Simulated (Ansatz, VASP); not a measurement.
SiO2: VASP beside Ansatz

File INCAR:

```
SYSTEM = SiO2
PREC = Accurate
ENCUT = 520
EDIFF = 1E-8
ISMEAR = -1
SIGMA = 0.02
LREAL = .False.
LASPH = .True.
NELM = 60
ALGO = Normal
ISIF = 2
LWAVE = .False.
LCHARG = .False.
GGA = PE
LEFG = .True.
NBANDS = 44
```

Contents of KPOINTS:

```
Automatic mesh
0
Gamma
  5 5 4
  0 0 0
```

POSCAR

```
SiO2
1.0
    4.9790000000      0.0000000000      0.0000000000
    0.0000000000      4.9790000000      0.0000000000
    0.0000000000      0.0000000000      6.9500000000
Si O
4 8
Direct
    0.3044023563      0.3044023563      0.0000000000
    0.1955976437      0.8044023563      0.2500000000
    0.6955976437      0.6955976437      0.5000000000
    0.8044023563      0.1955976437      0.7500000000
    0.2371045937      0.1148382174      0.1842518117
    0.3851617826      0.7371045937      0.4342518117
    0.7628954063      0.8851617826      0.6842518117
    0.6148382174      0.2628954063      0.9342518117
    0.7371045937      0.3851617826      0.5657481883
    0.8851617826      0.7628954063      0.3157481883
    0.2628954063      0.6148382174      0.0657481883
    0.1148382174      0.2371045937      0.8157481883
```

Input for Ansatz:

```yaml
crystal:
  lattice:
    - [4.979, 0.0, 0.0]
    - [0.0, 4.979, 0.0]
    - [0.0, 0.0, 6.95]
  atoms:
    - { symbol: Si, position: [0.3044023563, 0.3044023563, 0.0] }
    - { symbol: Si, position: [0.1955976437, 0.8044023563, 0.25] }
    - { symbol: Si, position: [0.6955976437, 0.6955976437, 0.5] }
    - { symbol: Si, position: [0.8044023563, 0.1955976437, 0.75] }
    - { symbol: O, position: [0.2371045937, 0.1148382174, 0.1842518117] }
    - { symbol: O, position: [0.3851617826, 0.7371045937, 0.4342518117] }
    - { symbol: O, position: [0.7628954063, 0.8851617826, 0.6842518117] }
    - { symbol: O, position: [0.6148382174, 0.2628954063, 0.9342518117] }
    - { symbol: O, position: [0.7371045937, 0.3851617826, 0.5657481883] }
    - { symbol: O, position: [0.8851617826, 0.7628954063, 0.3157481883] }
    - { symbol: O, position: [0.2628954063, 0.6148382174, 0.0657481883] }
    - { symbol: O, position: [0.1148382174, 0.2371045937, 0.8157481883] }
kpoints:
  mp_grid: { grid: [5, 5, 4] }
scf:
  occupations: { method: fermi_dirac, width: 0.02 }
hamiltonian:
  xc: pbe
  pseudopotentials: { kind: paw, frozen_core: stored }
output:
  forces: true
  stress: true
  populations: true
  efg: { quadrupole_moments_barn: { O: -0.02558 }, contact_densities: true }
```

Alike in both runs: task electric field gradients; functional PBE; k mesh 5 × 5 × 4; occupations fermi-dirac, width 0.02 eV; no spin polarisation.

|  | VASP | Ansatz |
| --- | --- | --- |
| version | VASP 6.6.1 | Ansatz 0.2.0 |
| potentials or method | VASP PAW PBE potentials, release 64 (Si, O) | plane-wave PAW, scalar-relativistic |
| plane-wave cutoff (eV) | 520 | 420 |
| valence electrons in the cell | 64 | 64 |

VASP gave:

* gap on the k mesh at the Fermi level (eV): 5.61
* pressure (GPa): 1.2
* traceless stress, the component that is largest in VASP (GPa): -0.33
* rms of the force components (eV/Å): 0.007
* size of Vzz on the site where it differs most (V/Å²): 90.9

**Question.** Which values does Ansatz return?

**Answer.** gap on the k mesh at the Fermi level (eV): 5.61; pressure (GPa): 1.1; traceless stress, the component that is largest in VASP (GPa): -0.30; rms of the force components (eV/Å): 0.002; size of Vzz on the site where it differs most (V/Å²): 97.8.

Atom by atom the forces differ by 0.008 eV/Å (rms over components).
